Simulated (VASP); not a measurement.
Runs of VASP 6.6.1 on ScAl3. The structure is that of space group Pm-3m (No. 221), or close to it. The cells are those of the table. 

```tsv
task	cell	cutoff (eV)	gap on the mesh (eV)	pressure (GPa)
single point	a = 4.126 Å, 4 atoms	520	none	-2.6
single point	a = 4.002 Å, 4 atoms	520	none	(b)
relaxation of cell and atoms	relaxed from a = 4.088 Å, 4 atoms	600	none	0.0
single point	a = 3.915 Å, 4 atoms	520	none	15.5
single point	a = 4.086 Å, 4 atoms	520	none	0.0
single point	a = 4.166 Å, 4 atoms	520	none	(a)
single point	a = 4.044 Å, 4 atoms	520	none	3.0
single point	a = 4.217 Å, 4 atoms	520	none	-7.4
```

Alike in all rows: level r2SCAN; potentials or basis VASP PAW PBE potentials, release 64 (Sc_sv, Al); no spin polarisation; k mesh 10 × 10 × 10; smearing gaussian 0.1 eV.

Task: Estimate the missing entries.

Result: (a) -4.9; (b) 6.6.

Caveats: the PAW data sets were made with another functional, which shifts forces and pressure a little.

A gap of «none» marks levels without a gap at the run's occupations.
